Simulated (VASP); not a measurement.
# CoSi in VASP: further runs

The runs below take CoSi through single point, with PBE.

All numbers are computed with VASP 6.6.1; they aren't measurements. Logs are shortened: lines on timing, memory, paths and dates and some standing lists are left out, and cuts for length are marked.

### Step 1. The cell of the first run

Symmetry: P4/mmm, No. 123, tetragonal system. The conventional cell has a = 2.698 Å, b = 2.698 Å, c = 2.781 Å, α = 90.00°, β = 90.00°, γ = 90.00°. Co (site symmetry 4/mmm) has 8 Si at 2.36 Å and 6 Co at 2.70 to 2.78 Å within 3.1 Å. Si (site symmetry 4/mmm) has 8 Co at 2.36 Å and 6 Si at 2.70 to 2.78 Å within 3.1 Å.

### Step 2. Single point, PBE, collinear spin, ferromagnetic start (strain -0.030 along x and y, +0.000 along z)

The input, INCAR:

```
PREC = Accurate
ENCUT = 520
EDIFF = 1E-6
ISMEAR = 0
SIGMA = 0.15
LREAL = False
LASPH = True
NELM = 150
ALGO = Normal
ISIF = 2
LWAVE = False
LCHARG = True
ISPIN = 2
MAGMOM = 0.81 0
LORBIT = 11
LMAXMIX = 4
GGA = PE
LELF = True
LVHAR = True
NBANDS = 18
```

The input, KPOINTS:

```
regular mesh
0
Gamma
  18 18 18
```

The input, POSCAR:

```
CoSi
1.0
    2.6978939800      0.0000000000      0.0000000000
    0.0000000000      2.6978939800      0.0000000000
    0.0000000000      0.0000000000      2.7813340000
Co Si
1 1
Direct
    0.0000000000      0.0000000000      0.0000000000
    0.5000000000      0.5000000000      0.5000000000
```

Potentials or basis: VASP PAW PBE potentials, release 64 (Co, Si).

Run with:

```
$ cat potpaw_PBE.64/Co/POTCAR potpaw_PBE.64/Si/POTCAR > POTCAR
$ mpirun -np 1 vasp_std > vasp.out
```

OUTCAR:

```text
PREC = Accurate
   ENCUT = 520
   EDIFF = 1E-6
   ISMEAR = 0
   LREAL = False
   LASPH = True
   NELM = 150
   ISIF = 2
   ISPIN = 2
   LORBIT = 11
   GGA = PE

 ion  position               nearest neighbor table
   1  0.000  0.000  0.000-   2 2.36   2 2.36   2 2.36   2 2.36   2 2.36   2 2.36   2 2.36   2 2.36

   2  0.500  0.500  0.500-   1 2.36   1 2.36   1 2.36   1 2.36   1 2.36   1 2.36   1 2.36   1 2.36

  LATTYP: Found a simple tetragonal cell.
 ALAT       =     2.6978939800
 C/A-ratio  =     1.0309278351

  Lattice vectors:

 A1 = (   2.6978939800,   0.0000000000,   0.0000000000)
 A2 = (   0.0000000000,   2.6978939800,   0.0000000000)
 A3 = (   0.0000000000,   0.0000000000,   2.7813340000)

Analysis of symmetry for initial positions (statically):
=====================================================================
 Subroutine PRICEL returns:
 Original cell was already a primitive cell.

 Routine SETGRP: Setting up the symmetry group for a
 simple tetragonal supercell.

 Subroutine GETGRP returns: Found 16 space group operations
 (whereof 16 operations were pure point group operations)
 out of a pool of 16 trial point group operations.

The static configuration has the point symmetry D_4h.

Analysis of symmetry for dynamics (positions and initial velocities):
=====================================================================
 Subroutine PRICEL returns:
 Original cell was already a primitive cell.

 Routine SETGRP: Setting up the symmetry group for a
 simple tetragonal supercell.

 Subroutine GETGRP returns: Found 16 space group operations
 (whereof 16 operations were pure point group operations)
 out of a pool of 16 trial point group operations.

The dynamic configuration has the point symmetry D_4h.

Analysis of structural, dynamic, and magnetic symmetry:
=====================================================================
 Subroutine PRICEL returns:
 Original cell was already a primitive cell.

 Routine SETGRP: Setting up the symmetry group for a
 simple tetragonal supercell.

 Subroutine GETGRP returns: Found 16 space group operations
 (whereof 16 operations were pure point group operations)
 out of a pool of 16 trial point group operations.

The overall configuration has the point symmetry D_4h.

 Subroutine INISYM returns: Found 16 space group operations
 (whereof 16 operations are pure point group operations),
 and found     1 'primitive' translations

----------------------------------------------------------------------------------------

                                     Primitive cell

  volume of cell :      20.2443

  direct lattice vectors                    reciprocal lattice vectors
     2.697893980  0.000000000  0.000000000     0.370659488  0.000000000  0.000000000
     0.000000000  2.697893980  0.000000000     0.000000000  0.370659488  0.000000000
     0.000000000  0.000000000  2.781334000     0.000000000  0.000000000  0.359539703

  length of vectors
     2.697893980  2.697893980  2.781334000     0.370659488  0.370659488  0.359539703

  position of ions in fractional coordinates (direct lattice)
     0.000000000  0.000000000  0.000000000
     0.500000000  0.500000000  0.500000000

  ion indices of the primitive-cell ions
   primitive index   ion index
                 1           1
                 2           2

----------------------------------------------------------------------------------------

 KPOINTS: regular mesh

Automatic generation of k-mesh.
 Grid dimensions read from file:
 generate k-points for:   18   18   18

 Generating k-lattice:

  Cartesian coordinates                     Fractional coordinates (reciprocal lattice)
     0.020592194  0.000000000  0.000000000     0.055555556  0.000000000  0.000000000
     0.000000000  0.020592194  0.000000000     0.000000000  0.055555556  0.000000000
     0.000000000  0.000000000  0.019974428     0.000000000  0.000000000  0.055555556

  Length of vectors
     0.020592194  0.020592194  0.019974428

  Shift w.r.t. Gamma in fractional coordinates (k-lattice)
     0.000000000  0.000000000  0.000000000

 Subroutine IBZKPT returns following result:
 ===========================================

 Found    550 irreducible k-points:

 Following reciprocal coordinates:
            Coordinates               Weight
  0.000000  0.000000  0.000000      1.000000
  0.055556  0.000000  0.000000      4.000000
  0.111111  0.000000  0.000000      4.000000
  0.166667  0.000000  0.000000      4.000000
  0.222222  0.000000  0.000000      4.000000
  0.277778  0.000000  0.000000      4.000000
[... 16 lines left out ...]
  0.277778  0.111111  0.000000      8.000000
  0.333333  0.111111  0.000000      8.000000
 [... further k-points ...]
   k-points           NKPTS =    550   k-points in BZ     NKDIM =    550   number of bands    NBANDS=     18
   number of dos      NEDOS =    301   number of ions     NIONS =      2
   total plane-waves  NPLWV =   9600
   dimension x,y,z NGX =    20 NGY =   20 NGZ =   24
   dimension x,y,z NGXF=    40 NGYF=   40 NGZF=   48
   ions per type =               1   1
   NGX,Y,Z   is equivalent  to a cutoff of  12.32, 12.32, 14.35 a.u.
   NGXF,Y,Z  is equivalent  to a cutoff of  24.65, 24.65, 28.69 a.u.
 SYSTEM =  unknown system
   PREC   = accura    normal or accurate (medium, high low for compatibility)
   ISTART =      0    job   : 0-new  1-cont  2-samecut
   ICHARG =      2    charge: 1-file 2-atom 10-const
   ISPIN  =      2    spin polarized calculation?
   LNONCOLLINEAR =      F non collinear calculations
   LSORBIT =      F    spin-orbit coupling
   LASPH  =      T    aspherical Exc in radial PAW
   ENCUT  =  520.0 eV  38.22 Ry    6.18 a.u.   5.02  5.02  5.17*2*pi/ulx,y,z
   NELM   =    150;   NELMIN=  2; NELMDL= -5     # of ELM steps
   EDIFF  = 0.1E-05   stopping-criterion for ELM
   LREAL  =      F    real-space projection
   EDIFFG = 0.1E-04   stopping-criterion for IOM
   NSW    =      0    number of steps for IOM
   IBRION =     -1    ionic relax: 0-MD 1-quasi-New 2-CG
   NFREE  =      0    steps in history (QN), initial steepest desc. (CG)
   ISIF   =      2    stress and relaxation
   ISYM   =      2    0-nonsym 1-usesym 2-fastsym
   POTIM  = 0.5000    time-step for ionic-motion
   TEBEG  =    0.0;   TEEND  =   0.0 temperature during run
   PSTRESS=    0.0 pullay stress
   NELECT =      13.0000    total number of electrons
   NUPDOWN=      -1.0000    fix difference up-down
   EMIN   =  10.00;   EMAX   =-10.00  energy-range for DOS
   EFERMI =   0.00;   METHOD = LEGACY
   ISMEAR =     0;   SIGMA  =   0.15  broadening in eV -4-tet -1-fermi 0-gaus
   EFERMI_NEDOS =   21; number of points for ismear=-14 and -15
   IALGO  =     38    algorithm
   IMIX   =      4    mixing-type and parameters
     AMIX     =   0.40;   BMIX     =  1.00
     AMIX_MAG =   1.60;   BMIX_MAG =  1.00
  volume/ion in A,a.u.               =      10.12        68.31
  Fermi-wavevector in a.u.,A,eV,Ry     =   1.412391  2.669032 27.141564  1.994849
  Thomas-Fermi vector in A             =   2.534145
   LORBIT       =     11    0 simple, 1 ext, 2 COOP (PROOUT), +10 PAW based schemes
   GGA     = PE    functional components
   LHFCALC =     F    Hartree Fock is set to
   AEXX    =    0.0000 exact exchange contribution
   IVDW    =     0    specifies the selected vdW correction
   LEPSILON=     F    determine dielectric tensor
   LRPA    =     F    only Hartree local field effects (RPA)
 spin polarized calculation
 Gauss-broadening in eV      SIGMA  =   0.15
  energy-cutoff  :      520.00
  volume of cell :       20.24
 maximum number of plane-waves:       560
   NGX = 11   NGY = 11   NGZ = 11

 number of electron      12.9999999 magnetization       0.4582056

 Free energy of the ion-electron system (eV)
  ---------------------------------------------------
  ext. energy  EPLUGINS =         0.00000000
  ---------------------------------------------------
  free energy    TOTEN  =       -13.23488620 eV

  energy without entropy =      -13.21749060  energy(sigma->0) =      -13.22618840

 E-fermi :  13.8535     XC(G=0): -13.2543

 val. band max:       13.8526451080   @ k =   0.3889   0.2222   0.3333
 cond. band min:      13.8557219208   @ k =   0.4444   0.0556   0.2778
 fundamental gap:      0.0030768128
 Fermi energy:        13.8534517107

 spin component 1

 k-point     1 :       0.0000    0.0000    0.0000
  band No.  band energies     occupation
      1      -0.9733      1.00000
      2       9.3925      1.00000
      3       9.4347      1.00000
      4      12.1954      1.00000
      5      12.1954      1.00000
      6      12.2962      1.00000
[... 10 lines left out ...]
     17      37.9500      0.00000
     18      37.9500      0.00000
[... 463 lines left out ...]
 k-point    24 :       0.3333    0.1111    0.0000
  band No.  band energies     occupation
      1       1.4647      1.00000
      2       7.2423      1.00000
      3      10.0111      1.00000
      4      11.0068      1.00000
      5      11.0673      1.00000
      6      12.1606      1.00000
[... 10 lines left out ...]
     17      34.8257      0.00000
     18      40.2051      0.00000

 [... further k-points ...]

 spin component 2

 k-point     1 :       0.0000    0.0000    0.0000
  band No.  band energies     occupation
      1      -0.9594      1.00000
      2       9.8591      1.00000
      3       9.9474      1.00000
      4      12.5024      1.00000
      5      12.5024      1.00000
      6      12.5760      1.00000
[... 10 lines left out ...]
     17      37.9422      0.00000
     18      37.9422      0.00000
[... 463 lines left out ...]
 k-point    24 :       0.3333    0.1111    0.0000
  band No.  band energies     occupation
      1       1.4797      1.00000
      2       7.3618      1.00000
      3      10.4788      1.00000
      4      11.2560      1.00000
      5      11.3471      1.00000
      6      12.4650      1.00000
[... 10 lines left out ...]
     17      34.8880      0.00000
     18      40.2577      0.00000

 [... further k-points ...]
[... 5 lines left out ...]
  --------------------------------------------------------------------------------------
  -------------------------------------------------------------------------------------
  Total        1.8385380      1.8385380      2.0233080      0.0000000     -0.0000000     -0.0000000
  in kB      145.5057956    145.5057956    160.1288828      0.0000000     -0.0000000     -0.0000000
  external PRESSURE =     150.3801580 kB  Pullay stress =       0.0000000 kB

 VOLUME and BASIS-vectors are now :
 -----------------------------------------------------------------------------
  energy-cutoff  :      520.00
  volume of cell :       20.24
      direct lattice vectors                 reciprocal lattice vectors
     2.697893980  0.000000000  0.000000000     0.370659488  0.000000000  0.000000000
     0.000000000  2.697893980  0.000000000     0.000000000  0.370659488  0.000000000
     0.000000000  0.000000000  2.781334000     0.000000000  0.000000000  0.359539703

 POSITION                                       TOTAL-FORCE (eV/Angst)
 -----------------------------------------------------------------------------------
      0.00000      0.00000      0.00000         0.000000      0.000000      0.000000
      1.34895      1.34895      1.39067         0.000000      0.000000      0.000000
 -----------------------------------------------------------------------------------
    total drift:                                0.000000      0.000000     -0.000000

  FREE ENERGIE OF THE ION-ELECTRON SYSTEM (eV)
  ---------------------------------------------------
  free  energy   TOTEN  =       -13.2348862041 eV

  energy  without entropy=      -13.2174905999  energy(sigma->0) =      -13.22618840

 total charge

# of ion       s       p       d       tot
------------------------------------------
    1        0.467   0.656   7.647   8.770
    2        0.703   0.907   0.000   1.610
--------------------------------------------------
tot          1.170   1.563   7.647  10.380

 magnetization (x)

# of ion       s       p       d       tot
------------------------------------------
    1        0.006   0.001   0.448   0.455
    2        0.002   0.011   0.000   0.013
--------------------------------------------------
tot          0.008   0.012   0.448   0.468
```

Run time: 4 min. Hardware: 1 thread of Intel Xeon Platinum 8259CL at 2.50GHz (Skylake/Cascade Lake), shared host; peak memory 0.38 GiB.

Results:

```yaml
Free_energy: -13.2349 eV
Pressure: 15.0 GPa
Net_moment: 0.46 μB per cell
Site_moments: Co +0.46; Si +0.01 μB
Valence_electrons_inside_the_program's_atomic_spheres: Co 8.77; Si 1.61
```

Caveat: the cell differs from its parent crystal (strain -0.030 along x and y, +0.000 along z).

### Step 3. Single point, PBE, collinear spin, ferromagnetic start (strain +0.000 along x and y, +0.030 along z)

The input, INCAR:

```
ALGO = Normal ; EDIFF = 1E-7
ENCUT = 520 ; GGA = PE
ISIF = 2 ; ISMEAR = 0
ISPIN = 2 ; LASPH = T
LCHARG = F ; LMAXMIX = 4
LORBIT = 11 ; LREAL = F
LWAVE = F ; MAGMOM = 0.81 0
NBANDS = 18 ; NELM = 150
PREC = Accurate ; SIGMA = 0.15
```

The input, KPOINTS:

```
k-points
0
Gamma
  18 18 18
```

The input, POSCAR:

```
CoSi
1.0
    2.7813340000      0.0000000000      0.0000000000
    0.0000000000      2.7813340000      0.0000000000
    0.0000000000      0.0000000000      2.8647740200
Co Si
1 1
Direct
    0.0000000000      0.0000000000      0.0000000000
    0.5000000000      0.5000000000      0.5000000000
```

Potentials or basis: VASP PAW PBE potentials, release 64 (Co, Si).

Run with:

```
$ cat potpaw_PBE.64/Co/POTCAR potpaw_PBE.64/Si/POTCAR > POTCAR
$ mpirun -np 1 vasp_std > vasp.out
```

It took 4.6 min on 1 thread of Intel Xeon Platinum 8259CL at 2.50GHz (Skylake/Cascade Lake), shared host; peak memory 0.43 GiB.

The run converged. Its results:

| Property | Result |
| --- | --- |
| Free energy | -13.2839 eV |
| Pressure | -5.2 GPa |
| Net moment | 0.58 μB per cell |
| Site moments | Co +0.59; Si +0.01 μB |
| Valence electrons inside the program's atomic spheres | Co 8.53; Si 1.56 |

Stress tensor (GPa, compression positive):
```
-5.43  0.00  0.00
 0.00 -5.43  0.00
 0.00  0.00 -4.78
```

Levels at points of the mesh, in eV from the Fermi level:
Spin up:
| k point | band 4 | band 5 | band 6 | band 7 | band 8 | band 9 | band 10 | band 11 |
| --- | --- | --- | --- | --- | --- | --- | --- | --- |
| (0.00, 0.00, 0.00) | -1.58 | -1.58 | -1.49 | 2.24 | 3.24 | 3.24 | 7.24 | 7.38 |
| (0.50, 0.00, 0.00) | -2.92 | -2.65 | -1.43 | -0.75 | 6.68 | 7.42 | 8.07 | 8.71 |
| (0.50, 0.50, 0.00) | -3.99 | -2.41 | -2.41 | -1.12 | 1.23 | 1.80 | 7.41 | 13.21 |
| (0.00, 0.00, 0.50) | -2.66 | -2.66 | -1.37 | -0.91 | 6.67 | 7.85 | 7.85 | 9.60 |
| (0.50, 0.00, 0.50) | -4.12 | -2.27 | -2.22 | -1.11 | 1.14 | 1.48 | 8.06 | 13.23 |
| (0.50, 0.50, 0.50) | -1.86 | -1.09 | -1.06 | 1.29 | 1.38 | 1.38 | 3.16 | 3.16 |
Spin down:
| k point | band 2 | band 3 | band 4 | band 5 | band 6 | band 7 | band 8 | band 9 | band 10 | band 11 |
| --- | --- | --- | --- | --- | --- | --- | --- | --- | --- | --- |
| (0.00, 0.00, 0.00) | -3.41 | -3.33 | -1.18 | -1.18 | -1.12 | 2.25 | 3.25 | 3.25 | 7.51 | 7.67 |
| (0.50, 0.00, 0.00) | -8.54 | -2.61 | -2.55 | -2.35 | -1.02 | 0.19 | 6.67 | 7.52 | 8.16 | 8.74 |
| (0.50, 0.50, 0.00) | -5.02 | -5.02 | -3.57 | -2.05 | -2.05 | -0.07 | 1.54 | 2.29 | 7.40 | 13.23 |
| (0.00, 0.00, 0.50) | -8.61 | -2.60 | -2.33 | -2.33 | -1.00 | -0.08 | 6.67 | 7.95 | 7.95 | 9.63 |
| (0.50, 0.00, 0.50) | -5.29 | -5.07 | -3.63 | -1.94 | -1.86 | -0.19 | 1.49 | 2.02 | 8.07 | 13.24 |
| (0.50, 0.50, 0.50) | -5.65 | -5.61 | -1.85 | -0.17 | -0.04 | 1.30 | 1.39 | 1.39 | 3.44 | 3.44 |

Caveat: the cell differs from its parent crystal (strain +0.000 along x and y, +0.030 along z).

### Step 4. Single point, PBE, collinear spin, ferromagnetic start (strain -0.030 along x and y, -0.030 along z)

The input, INCAR:

```
SYSTEM = CoSi
ALGO     = Normal         ! electronic algorithm
EDIFF    = 1E-6           ! SCF threshold, eV
ENCUT    = 520            ! plane-wave cutoff, eV
GGA      = PE             ! functional
ISIF     = 2              ! what is computed and relaxed
ISMEAR   = 0              ! smearing method
ISPIN    = 2              ! spin polarisation
LASPH    = .TRUE.         ! aspherical terms in the spheres
LCHARG   = .FALSE.        ! write CHGCAR
LMAXMIX  = 4              ! l up to which the mixer works
LORBIT   = 11             ! projections on sites
LREAL    = .FALSE.        ! projectors in reciprocal space
LWAVE    = .FALSE.        ! write WAVECAR
MAGMOM   = 0.81 0         ! initial moments
NBANDS   = 18             ! bands
NELM     = 150            ! most SCF steps
PREC     = Accurate       ! precision mode
SIGMA    = 0.15           ! smearing width, eV
```

The input, KPOINTS:

```
k-points
0
G
  18 18 18
  0 0 0
```

The input, POSCAR:

```
CoSi
1.0
    2.6978939800      0.0000000000      0.0000000000
    0.0000000000      2.6978939800      0.0000000000
    0.0000000000      0.0000000000      2.6978939800
Co Si
1 1
Direct
    0.0000000000      0.0000000000      0.0000000000
    0.5000000000      0.5000000000      0.5000000000
```

Run with:

```
$ cat potpaw_PBE.64/Co/POTCAR potpaw_PBE.64/Si/POTCAR > POTCAR
$ mpirun -np 1 vasp_std > vasp.out
```

Run time: 81 s. Hardware: 1 thread of Intel Xeon Platinum 8259CL at 2.50GHz (Skylake/Cascade Lake), shared host; peak memory 0.23 GiB.

It converged, with:

| Property | Result |
| --- | --- |
| Free energy | -13.1592 eV |
| Pressure | 24.1 GPa |
| Net moment | 0.41 μB per cell |
| Site moments | Co +0.41; Si +0.01 μB |
| Valence electrons inside the program's atomic spheres | Co 8.86; Si 1.63 |

Levels at points of the mesh, in eV from the Fermi level:
Spin up:
```tsv
k point	band 4	band 5	band 6	band 7	band 8	band 9	band 10	band 11
(0.00, 0.00, 0.00)	-1.66	-1.66	-1.66	3.25	3.25	3.25	7.68	7.68
(0.50, 0.00, 0.00)	-3.08	-3.08	-1.48	-0.62	6.52	8.89	8.89	9.77
(0.50, 0.50, 0.00)	-4.63	-2.60	-2.60	-0.99	1.84	1.96	8.85	14.18
(0.50, 0.50, 0.50)	-1.12	-0.94	-0.94	1.15	1.15	1.15	3.87	3.87
```
Spin down:
| k point | band 4 | band 5 | band 6 | band 7 | band 8 | band 9 |
| --- | --- | --- | --- | --- | --- | --- |
| (0.00, 0.00, 0.00) | -1.40 | -1.40 | -1.40 | 3.26 | 3.26 | 3.26 |
| (0.50, 0.00, 0.00) | -2.86 | -2.86 | -1.21 | 0.01 | 6.52 | 8.97 |
| (0.50, 0.50, 0.00) | -4.31 | -2.36 | -2.36 | -0.31 | 2.07 | 2.33 |
| (0.50, 0.50, 0.50) | -1.11 | -0.25 | -0.25 | 1.17 | 1.17 | 1.17 |

Caveat: the cell differs from its parent crystal (strain -0.030 along x and y, -0.030 along z).

### Step 5. Summary

| cell | gap on the mesh (eV) | pressure (GPa) | moment (μB) |
| --- | --- | --- | --- |
| a = 2.698, b = 2.698, c = 2.781 Å, 2 atoms | none | 15.0 | 0.46 |
| a = 2.781, b = 2.781, c = 2.865 Å, 2 atoms | none | -5.2 | 0.58 |
| a = 2.698 Å, 2 atoms | none | 24.1 | 0.41 |

Alike in all rows: task single point; level PBE; potentials or basis VASP PAW PBE potentials, release 64 (Co, Si); spin collinear, ferromagnetic start; k mesh 18 × 18 × 18; cutoff (eV) 520; smearing gaussian 0.15 eV.

Absolute energies hang on the potentials; compare differences alone.
